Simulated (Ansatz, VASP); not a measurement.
**PbO5: VASP beside Ansatz**

```
Pb O
1.0
     0.00000    3.40045    3.40045
     3.40045    0.00000    3.40045
     3.40045    3.40045    0.00000
Pb O
1 5
Direct
  0.75000 0.75000 0.75000
  0.25000 0.25000 0.25000
  0.39178 0.39178 0.39178
  0.39178 0.39178 0.82466
  0.39178 0.82466 0.39178
  0.82466 0.39178 0.39178
```

Alike in both runs: task single point; functional PBE; k mesh 4 × 4 × 4; occupations gaussian, width 0.1 eV; no spin polarisation.

```csv
,VASP,Ansatz
version,VASP 6.6.1,Ansatz 0.2.0
potentials or method,"VASP PAW PBE potentials, release 64 (Pb_d, O), cutoff 600 eV","scalar-relativistic, plane waves, PAW"
valence electrons in the cell,44,44
```

|  | VASP | Ansatz | Ansatz less VASP |
| --- | --- | --- | --- |
| gap on the k mesh at the Fermi level (eV) | none | none | - |
| pressure (GPa) | 5.0 | 5.2 | +0.22 |
| rms of the force components (eV/Å) | 1.250 | 1.272 | +0.0223 |

Atom by atom the forces differ by 0.022 eV/Å (rms over components). A gap of «none» marks a metal or a gap that the smearing closes.

The k mesh is coarse, so the values compare programs but aren't converged. Spin-orbit coupling is off throughout.
